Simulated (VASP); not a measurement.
# Hf2B3: single point with PBE

The system is Hf2B3.

```
CELL_PARAMETERS angstrom
4.17470 0.00000 0.00000
0.00000 4.17470 0.00000
0.00000 0.00000 4.17470
ATOMIC_POSITIONS crystal
Hf 0.00000 0.00000 0.00000
Hf 0.50000 0.50000 0.50000
B 0.00000 0.50000 0.50000
B 0.50000 0.00000 0.50000
B 0.50000 0.50000 0.00000
```

```
Program             : VASP 6.6.1
Task                : single point
Functional          : PBE
Potentials or basis : VASP PAW PBE potentials, release 64 (Hf_pv, B)
Cutoff              : 520 eV
k mesh              : 10 × 10 × 10
Occupations         : gaussian, width 0.1 eV
Spin                : no spin polarisation
```

```yaml
Pressure: 1.0 GPa
```

Levels at points of the mesh, in eV from the Fermi level:
| k point | band 12 | band 13 | band 14 | band 15 | band 16 | band 17 | band 18 | band 19 |
| --- | --- | --- | --- | --- | --- | --- | --- | --- |
| (0.00, 0.00, 0.00) | -1.48 | 0.27 | 0.27 | 0.27 | 0.87 | 0.87 | 1.56 | 1.56 |
| (0.50, 0.00, 0.00) | -1.97 | -1.97 | -1.85 | -1.85 | -0.11 | 1.23 | 2.19 | 2.57 |
| (0.50, 0.50, 0.00) | -2.79 | -2.79 | -2.25 | 0.65 | 0.65 | 1.49 | 1.53 | 2.16 |
| (0.50, 0.50, 0.50) | -4.41 | -3.83 | -2.20 | -2.20 | 0.70 | 2.18 | 2.18 | 3.20 |

It took 100 s on 1 thread of AMD EPYC 7R43 64-Core Processor (Zen 3) (shared host), peak memory 0.18 GiB.

Caveat: spin-orbit coupling is left out, which moves the levels of the heavy elements.
